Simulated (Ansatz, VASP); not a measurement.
**One calculation of TiCo3, two programs**

```
CELL_PARAMETERS angstrom
3.58720 0.00000 0.00000
0.00000 3.58720 0.00000
0.00000 0.00000 3.58720
ATOMIC_POSITIONS crystal
Ti 0.00000 0.00000 0.00000
Co 0.00000 0.50000 0.50000
Co 0.50000 0.00000 0.50000
Co 0.50000 0.50000 0.00000
```

Alike in both runs: functional r2SCAN; k mesh 12 × 12 × 12; occupations gaussian, width 0.1 eV; collinear spin.

Ansatz relaxed the structure, and its values are those at the end. VASP's run is a single point on that final structure, the one shown.

```csv
,VASP,Ansatz
version,VASP 6.6.1,Ansatz 0.2.0
potentials or method,"VASP PAW PBE potentials, release 64 (Ti_sv, Co), cutoff 520 eV","scalar-relativistic, plane waves, PAW"
valence electrons in the cell,39,63
```

```tsv
	VASP	Ansatz	Ansatz less VASP
gap on the k mesh at the Fermi level (eV)	none	none	-
pressure (GPa)	-8.1	0.0	+8.13
net moment per atom (μB)	0.00	0.71	+0.711
size of the moment on the site where the two differ most (μB)	0.00	1.33	+1.328
```

The net moments are unlike, so the other rows may belong to different states. VASP's potentials were made for PBE, not for r2SCAN. Site moments also hang on the region over which each program counts them. A gap of «none» marks a metal or a gap that the smearing closes. VASP's potentials hold 39 valence electrons a cell and Ansatz's 63, so a difference there can come from the potentials and not from the codes.
